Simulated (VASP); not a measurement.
# MgB2 (P6/mmm) in VASP: notebook, part 2 of 2

VASP 6.6.1.

**3. Single point, r2SCAN**

The input, POSCAR:

```
MgB2
1.0
    3.0360869201      0.0000000000      0.0000000000
   -1.5180434600      2.6293284009      0.0000000000
    0.0000000000      0.0000000000      3.4529775522
Mg B
1 2
Direct
    0.0000000000      0.0000000000      0.0000000000
    0.3333333333      0.6666666667      0.5000000000
    0.6666666667      0.3333333333      0.5000000000
```

The input, INCAR.step1:

```
ALGO = Normal
EDIFF = 1E-5
ENCUT = 750
GGA = PE
GGA_COMPAT = F
ISMEAR = 0
LASPH = T
LCHARG = F
LREAL = F
LWAVE = T
NBANDS = 15
NELM = 120
PREC = Accurate
SIGMA = 0.1
```

The input, INCAR.step2:

```
ALGO = Normal
EDIFF = 1E-6
ENCUT = 750
GGA_COMPAT = F
ISIF = 2
ISMEAR = 0
ISTART = 1
LASPH = T
LCHARG = F
LMIXTAU = T
LREAL = F
LWAVE = F
METAGGA = R2SCAN
NBANDS = 15
NELM = 120
PREC = Accurate
SIGMA = 0.1
```

The input, KPOINTS:

```
k-points
0
Gamma
  9 9 6
```

Potentials or basis: VASP PAW PBE potentials, release 64 (Mg_sv, B).

Run with:

```console
$ cat potpaw_PBE.64/Mg_sv/POTCAR potpaw_PBE.64/B/POTCAR > POTCAR
$ cp INCAR.step1 INCAR
$ mpirun -np 1 vasp_std > vasp.out
$ cp INCAR.step2 INCAR
$ mpirun -np 1 vasp_std > vasp.out
```

OUTCAR:

```text
EDIFF = 1E-6
   ENCUT = 750
   ISIF = 2
   ISMEAR = 0
   ISTART = 1
   LASPH = T
   LREAL = F
   METAGGA = R2SCAN
   NELM = 120
   PREC = Accurate

 ion  position               nearest neighbor table
   1  0.000  0.000  0.000-
   2  0.333  0.667  0.500-   3 1.75   3 1.75   3 1.75
   3  0.667  0.333  0.500-   2 1.75   2 1.75   2 1.75

  LATTYP: Found a hexagonal cell.
 ALAT       =     3.0360869201
 C/A-ratio  =     1.1373118238

  Lattice vectors:

 A1 = (   3.0360869201,   0.0000000000,   0.0000000000)
 A2 = (  -1.5180434600,   2.6293284009,   0.0000000000)
 A3 = (   0.0000000000,   0.0000000000,   3.4529775522)

Analysis of symmetry for initial positions (statically):
=====================================================================
 Subroutine PRICEL returns:
 Original cell was already a primitive cell.

 Routine SETGRP: Setting up the symmetry group for a
 hexagonal supercell.

 Subroutine GETGRP returns: Found 24 space group operations
 (whereof 24 operations were pure point group operations)
 out of a pool of 24 trial point group operations.

The static configuration has the point symmetry D_6h.

Analysis of symmetry for dynamics (positions and initial velocities):
=====================================================================
 Subroutine PRICEL returns:
 Original cell was already a primitive cell.

 Routine SETGRP: Setting up the symmetry group for a
 hexagonal supercell.

 Subroutine GETGRP returns: Found 24 space group operations
 (whereof 24 operations were pure point group operations)
 out of a pool of 24 trial point group operations.

The dynamic configuration has the point symmetry D_6h.

 Subroutine INISYM returns: Found 24 space group operations
 (whereof 24 operations are pure point group operations),
 and found     1 'primitive' translations

----------------------------------------------------------------------------------------
[... 125 lines left out ...]
   LRPA    =     F    only Hartree local field effects (RPA)
 non-spin polarized calculation
 Gauss-broadening in eV      SIGMA  =   0.10
  energy-cutoff  :      750.00
  volume of cell :       27.56
 maximum number of plane-waves:      1299
 NGX is ok and might be reduce to    28
   NGX = 13   NGY = 13   NGZ = 15

 number of electron      15.9999995 magnetization

 Free energy of the ion-electron system (eV)
  ---------------------------------------------------
  ext. energy  EPLUGINS =         0.00000000
  ---------------------------------------------------
  free energy    TOTEN  =       -19.40319869 eV

  energy without entropy =      -19.39884185  energy(sigma->0) =      -19.40102027

 E-fermi :   5.4035     XC(G=0): -12.0519

 val. band max:        5.3256066475   @ k =   0.1111   0.0000   0.0000
 cond. band min:       5.4084636477   @ k =   0.4444   0.0000   0.0000
 fundamental gap:      0.0828570003
 Fermi energy:         5.4034810662

 k-point     1 :       0.0000    0.0000    0.0000
  band No.  band energies     occupation
      1     -72.6465      2.00000
      2     -37.7568      2.00000
      3     -37.7568      2.00000
      4     -37.7467      2.00000
      5      -8.0764      2.00000
      6       2.2764      2.00000
      7       5.8531      0.00000
      8       5.8531      0.00000
      9       7.6605      0.00000
     10      12.2676      0.00000
     11      12.2676      0.00000
     12      14.4420      0.00000
     13      16.6981      0.00000
     14      19.8852      0.00000
[... 401 lines left out ...]
      2     -37.7895      2.00000
      3     -37.7895      2.00000
      4     -37.7404      2.00000
      5      -2.3109      2.00000
      6      -2.3109      2.00000
      7      -0.7109      2.00000
      8       6.0127      0.00000
      9       6.0127      0.00000
     10      12.8800      0.00000
     11      14.3239      0.00000
     12      14.3239      0.00000
     13      17.6895      0.00000
     14      19.5305      0.00000
     15      19.5305      0.00000

 [... further k-points ...]

------------------------ aborting loop because EDIFF is reached ----------------------------------------

  FORCE on cell =-STRESS in cart. coord.  units (eV):
  Direction    XX          YY          ZZ          XY          YZ          ZX
  --------------------------------------------------------------------------------------
  -------------------------------------------------------------------------------------
  Total        1.0296519      1.0296519      1.0432547      0.0000000     -0.0000000      0.0000000
  in kB       59.8478014     59.8478014     60.6384585      0.0000000     -0.0000000      0.0000000
  external PRESSURE =      60.1113538 kB  Pullay stress =       0.0000000 kB

 VOLUME and BASIS-vectors are now :
 -----------------------------------------------------------------------------
  energy-cutoff  :      750.00
  volume of cell :       27.56
      direct lattice vectors                 reciprocal lattice vectors
     3.036086920  0.000000000  0.000000000     0.329371334  0.190162629  0.000000000
    -1.518043460  2.629328401  0.000000000     0.000000000  0.380325257  0.000000000
     0.000000000  0.000000000  3.452977552     0.000000000  0.000000000  0.289605126

 POSITION                                       TOTAL-FORCE (eV/Angst)
 -----------------------------------------------------------------------------------
      0.00000      0.00000      0.00000        -0.000000      0.000000     -0.000000
     -0.00000      1.75289      1.72649        -0.000000      0.000000     -0.000000
      1.51804      0.87644      1.72649         0.000000     -0.000000      0.000000
 -----------------------------------------------------------------------------------
    total drift:                               -0.000000      0.000000      0.000000

  FREE ENERGIE OF THE ION-ELECTRON SYSTEM (eV)
  ---------------------------------------------------
  free  energy   TOTEN  =       -19.4031986950 eV

  energy  without entropy=      -19.3988418548  energy(sigma->0) =      -19.40102027
```

OUTCAR.step1:

```text
EDIFF = 1E-5
   ENCUT = 750
   GGA = PE
   ISMEAR = 0
[... 659 lines left out ...]
      0.00000      0.00000      0.00000        -0.000000      0.000000      0.000000
     -0.00000      1.75289      1.72649         0.000000      0.000000     -0.000000
      1.51804      0.87644      1.72649         0.000000     -0.000000      0.000000
 -----------------------------------------------------------------------------------
    total drift:                               -0.000000      0.000000      0.000000

  FREE ENERGIE OF THE ION-ELECTRON SYSTEM (eV)
  ---------------------------------------------------
  free  energy   TOTEN  =       -15.2861809514 eV

  energy  without entropy=      -15.2812308247  energy(sigma->0) =      -15.28370589
```

It took 60 s on 1 thread of AMD EPYC 9R45 (Zen 5), shared host; peak memory 0.15 GiB.

What came out:

```yaml
Free_energy: -19.4032 eV
Pressure: 6.0 GPa
Band_gap_on_the_k_mesh: zero (bands 8 and 9 overlap by 4.14 eV)
```

Levels at points of the mesh, in eV from the Fermi level:
```tsv
k point	band 4	band 5	band 6	band 7	band 8	band 9	band 10	band 11	band 12	band 13
(0.00, 0.00, 0.00)	-43.15	-13.48	-3.13	0.45	0.45	2.26	6.86	6.86	9.04	11.29
(0.00, 0.00, 0.50)	-43.16	-12.11	-7.91	0.88	0.88	7.16	7.16	8.90	11.17	11.60
```

Caveat: the cell stands under pressure; the PAW data sets were made with another functional, which shifts forces and pressure a little.

**4. Single point, r2SCAN**

This run uses another cell than the first one, of 9.68 Å³/atom.

The input, POSCAR:

```
MgB2
1.0
    3.0850000000      0.0000000000      0.0000000000
   -1.5425000000      2.6716883707      0.0000000000
    0.0000000000      0.0000000000      3.5230000000
Mg B
1 2
Direct
    0.0000000000      0.0000000000      0.0000000000
    0.3333333333      0.6666666667      0.5000000000
    0.6666666667      0.3333333333      0.5000000000
```

The input, INCAR.step1:

```
PREC = Accurate ; ENCUT = 750
ISMEAR = 0 ; SIGMA = 0.1
LREAL = F ; LASPH = T
NELM = 120 ; NBANDS = 15
GGA = PE ; ALGO = Normal
EDIFF = 1E-5 ; LWAVE = T
LCHARG = F ; GGA_COMPAT = F
```

The input, INCAR.step2:

```
PREC = Accurate ; ENCUT = 750
EDIFF = 1E-6 ; ISMEAR = 0
SIGMA = 0.1 ; LREAL = F
LASPH = T ; NELM = 120
ALGO = Normal ; ISIF = 2
LWAVE = F ; LCHARG = F
METAGGA = R2SCAN ; LMIXTAU = T
NBANDS = 15 ; ISTART = 1
GGA_COMPAT = F
```

The input, KPOINTS:

```
regular mesh
0
Gamma
  6 6 6
```

Potentials or basis: VASP PAW PBE potentials, release 64 (Mg_sv, B).

Run with:

```console
$ cat potpaw_PBE.64/Mg_sv/POTCAR potpaw_PBE.64/B/POTCAR > POTCAR
$ cp INCAR.step1 INCAR
$ mpirun -np 1 vasp_std > vasp.out
$ cp INCAR.step2 INCAR
$ mpirun -np 1 vasp_std > vasp.out
```

OUTCAR:

```text
PREC = Accurate
   ENCUT = 750
   EDIFF = 1E-6
   ISMEAR = 0
   LREAL = F
   LASPH = T
   NELM = 120
   ISIF = 2
   METAGGA = R2SCAN
   ISTART = 1

 ion  position               nearest neighbor table
   1  0.000  0.000  0.000-
   2  0.333  0.667  0.500-   3 1.78   3 1.78   3 1.78
   3  0.667  0.333  0.500-   2 1.78   2 1.78   2 1.78

  LATTYP: Found a hexagonal cell.
 ALAT       =     3.0850000000
 C/A-ratio  =     1.1419773096

  Lattice vectors:

 A1 = (   3.0850000000,   0.0000000000,   0.0000000000)
 A2 = (  -1.5425000000,   2.6716883707,   0.0000000000)
 A3 = (   0.0000000000,   0.0000000000,   3.5230000000)

Analysis of symmetry for initial positions (statically):
=====================================================================
 Subroutine PRICEL returns:
 Original cell was already a primitive cell.

 Routine SETGRP: Setting up the symmetry group for a
 hexagonal supercell.

 Subroutine GETGRP returns: Found 24 space group operations
 (whereof 24 operations were pure point group operations)
 out of a pool of 24 trial point group operations.

The static configuration has the point symmetry D_6h.

Analysis of symmetry for dynamics (positions and initial velocities):
=====================================================================
 Subroutine PRICEL returns:
 Original cell was already a primitive cell.

 Routine SETGRP: Setting up the symmetry group for a
 hexagonal supercell.

 Subroutine GETGRP returns: Found 24 space group operations
 (whereof 24 operations were pure point group operations)
 out of a pool of 24 trial point group operations.

The dynamic configuration has the point symmetry D_6h.

 Subroutine INISYM returns: Found 24 space group operations
 (whereof 24 operations are pure point group operations),
 and found     1 'primitive' translations

----------------------------------------------------------------------------------------

                                     Primitive cell

  volume of cell :      29.0371

  direct lattice vectors                    reciprocal lattice vectors
     3.085000000  0.000000000  0.000000000     0.324149109  0.187147575  0.000000000
    -1.542500000  2.671688371  0.000000000     0.000000000  0.374295150  0.000000000
     0.000000000  0.000000000  3.523000000     0.000000000  0.000000000  0.283848992

  length of vectors
     3.085000000  3.085000000  3.523000000     0.374295150  0.374295150  0.283848992

  position of ions in fractional coordinates (direct lattice)
     0.000000000  0.000000000  0.000000000
     0.333333333  0.666666667  0.500000000
     0.666666667  0.333333333  0.500000000

  ion indices of the primitive-cell ions
   primitive index   ion index
                 1           1
                 2           2
                 3           3

----------------------------------------------------------------------------------------

 KPOINTS: regular mesh

Automatic generation of k-mesh.
 Grid dimensions read from file:
 generate k-points for:    6    6    6

 Generating k-lattice:

  Cartesian coordinates                     Fractional coordinates (reciprocal lattice)
     0.054024851  0.031191263  0.000000000     0.166666667  0.000000000  0.000000000
     0.000000000  0.062382525  0.000000000     0.000000000  0.166666667  0.000000000
     0.000000000  0.000000000  0.047308165     0.000000000  0.000000000  0.166666667
[... 43 lines left out ...]
   dimension x,y,z NGXF=    56 NGYF=   56 NGZF=   64
   ions per type =               1   2
   NGX,Y,Z   is equivalent  to a cutoff of  15.09, 15.09, 15.10 a.u.
   NGXF,Y,Z  is equivalent  to a cutoff of  30.18, 30.18, 30.20 a.u.
 SYSTEM =  unknown system
   PREC   = accura    normal or accurate (medium, high low for compatibility)
   ISTART =      1    job   : 0-new  1-cont  2-samecut
   ICHARG =      0    charge: 1-file 2-atom 10-const
   ISPIN  =      1    spin polarized calculation?
   LNONCOLLINEAR =      F non collinear calculations
   LSORBIT =      F    spin-orbit coupling
   LASPH  =      T    aspherical Exc in radial PAW
   ENCUT  =  750.0 eV  55.12 Ry    7.42 a.u.   6.89  6.89  7.87*2*pi/ulx,y,z
   NELM   =    120;   NELMIN=  2; NELMDL=  0     # of ELM steps
   EDIFF  = 0.1E-05   stopping-criterion for ELM
   LREAL  =      F    real-space projection
   EDIFFG = 0.1E-04   stopping-criterion for IOM
   NSW    =      0    number of steps for IOM
   IBRION =     -1    ionic relax: 0-MD 1-quasi-New 2-CG
   NFREE  =      0    steps in history (QN), initial steepest desc. (CG)
   ISIF   =      2    stress and relaxation
   ISYM   =      2    0-nonsym 1-usesym 2-fastsym
   POTIM  = 0.5000    time-step for ionic-motion
   TEBEG  =    0.0;   TEEND  =   0.0 temperature during run
   PSTRESS=    0.0 pullay stress
   NELECT =      16.0000    total number of electrons
   NUPDOWN=      -1.0000    fix difference up-down
   EMIN   =  10.00;   EMAX   =-10.00  energy-range for DOS
   EFERMI =   0.00;   METHOD = LEGACY
   ISMEAR =     0;   SIGMA  =   0.10  broadening in eV -4-tet -1-fermi 0-gaus
   EFERMI_NEDOS =   21; number of points for ismear=-14 and -15
   IALGO  =     38    algorithm
   IMIX   =      4    mixing-type and parameters
     AMIX     =   0.40;   BMIX     =  1.00
     AMIX_MAG =   1.60;   BMIX_MAG =  1.00
  volume/ion in A,a.u.               =       9.68        65.32
  Fermi-wavevector in a.u.,A,eV,Ry     =   1.342137  2.536272 24.508618  1.801333
  Thomas-Fermi vector in A             =   2.470315
   LORBIT       =      0    0 simple, 1 ext, 2 COOP (PROOUT), +10 PAW based schemes
   METAGGA = R2SCAN    functional components
   LHFCALC =     F    Hartree Fock is set to
   AEXX    =    0.0000 exact exchange contribution
   IVDW    =     0    specifies the selected vdW correction
   LEPSILON=     F    determine dielectric tensor
   LRPA    =     F    only Hartree local field effects (RPA)
 non-spin polarized calculation
 Gauss-broadening in eV      SIGMA  =   0.10
  energy-cutoff  :      750.00
  volume of cell :       29.04
 maximum number of plane-waves:      1371
 NGX is ok and might be reduce to    28
   NGX = 13   NGY = 13   NGZ = 15

 number of electron      16.0000022 magnetization

 Free energy of the ion-electron system (eV)
  ---------------------------------------------------
  ext. energy  EPLUGINS =         0.00000000
  ---------------------------------------------------
  free energy    TOTEN  =       -19.43183424 eV

  energy without entropy =      -19.42858200  energy(sigma->0) =      -19.43020812

 E-fermi :   5.1837     XC(G=0): -11.8124

 val. band max:        4.8913196064   @ k =   0.1667   0.0000   0.5000
 cond. band min:       5.1847927148   @ k =   0.3333   0.1667   0.0000
 fundamental gap:      0.2934731084
 Fermi energy:         5.1836505606

 k-point     1 :       0.0000    0.0000    0.0000
  band No.  band energies     occupation
      1     -73.1737      2.00000
      2     -38.2870      2.00000
      3     -38.2870      2.00000
      4     -38.2685      2.00000
      5      -8.0901      2.00000
      6       1.9985      2.00000
      7       5.5097      0.00000
      8       5.5097      0.00000
      9       7.0845      0.00000
     10      11.7483      0.00000
     11      11.7483      0.00000
     12      13.5843      0.00000
     13      15.9196      0.00000
     14      18.9855      0.00000
[... 401 lines left out ...]
      2     -38.3158      2.00000
      3     -38.2935      2.00000
      4     -38.2704      2.00000
      5      -4.9586      2.00000
      6      -0.4060      2.00000
      7       0.4529      2.00000
      8       3.5936      2.00000
      9       6.5541      0.00000
     10      11.4120      0.00000
     11      15.1087      0.00000
     12      15.4905      0.00000
     13      18.0866      0.00000
     14      18.3788      0.00000
     15      19.5063      0.00000

 [... further k-points ...]

------------------------ aborting loop because EDIFF is reached ----------------------------------------

  FORCE on cell =-STRESS in cart. coord.  units (eV):
  Direction    XX          YY          ZZ          XY          YZ          ZX
  --------------------------------------------------------------------------------------
  -------------------------------------------------------------------------------------
  Total       -0.3502555     -0.3502555     -0.5137921     -0.0000000     -0.0000000      0.0000000
  in kB      -19.3259969    -19.3259969    -28.3494319     -0.0000000     -0.0000000      0.0000000
  external PRESSURE =     -22.3338086 kB  Pullay stress =       0.0000000 kB

 VOLUME and BASIS-vectors are now :
 -----------------------------------------------------------------------------
  energy-cutoff  :      750.00
  volume of cell :       29.04
      direct lattice vectors                 reciprocal lattice vectors
     3.085000000  0.000000000  0.000000000     0.324149109  0.187147575  0.000000000
    -1.542500000  2.671688371  0.000000000     0.000000000  0.374295150  0.000000000
     0.000000000  0.000000000  3.523000000     0.000000000  0.000000000  0.283848992

 POSITION                                       TOTAL-FORCE (eV/Angst)
 -----------------------------------------------------------------------------------
      0.00000      0.00000      0.00000         0.000000      0.000000      0.000000
     -0.00000      1.78113      1.76150         0.000000      0.000000      0.000000
      1.54250      0.89056      1.76150        -0.000000      0.000000      0.000000
 -----------------------------------------------------------------------------------
    total drift:                               -0.000000      0.000000      0.000000

  FREE ENERGIE OF THE ION-ELECTRON SYSTEM (eV)
  ---------------------------------------------------
  free  energy   TOTEN  =       -19.4318342353 eV

  energy  without entropy=      -19.4285819951  energy(sigma->0) =      -19.43020812
```

Wall time 45 s (1 thread of AMD EPYC 9R45 (Zen 5), shared host); peak memory 0.15 GiB.

What came out:

* Free energy: -19.4318 eV
* Pressure: -2.2 GPa
* Band gap on the k mesh: zero (bands 8 and 9 overlap by 4.00 eV)

Caveat: the k points lie up to 0.39 Å⁻¹ apart, too coarse for converged energies and pressures of a metal; the PAW data sets were made with another functional, which shifts forces and pressure a little.

**5. Summary**

```csv
cell,k mesh,cutoff (eV),smearing,mended,gap on the mesh (eV),pressure (GPa)
"a = 3.036, b = 3.036, c = 3.452 Å, angles 90.0, 90.0, 120.0°, 3 atoms",15 × 15 × 12,660,fermi-dirac 0.1 eV,-,none,6.3
"a = 3.036, b = 3.036, c = 3.453 Å, angles 90.0, 90.0, 120.0°, 3 atoms",9 × 9 × 6,750,gaussian 0.1 eV,yes,none,6.0
"a = 3.085, b = 3.085, c = 3.523 Å, angles 90.0, 90.0, 120.0°, 3 atoms",6 × 6 × 6,750,gaussian 0.1 eV,yes,none,-2.2
```

Alike in all rows: task single point; level r2SCAN; potentials or basis VASP PAW PBE potentials, release 64 (Mg_sv, B); no spin polarisation.

Caveats: some runs use coarse meshes; the PAW data sets were made with another functional, which shifts forces and pressure a little; the cell stands under pressure (at least some runs).

Absolute energies hang on the potentials; compare differences alone.
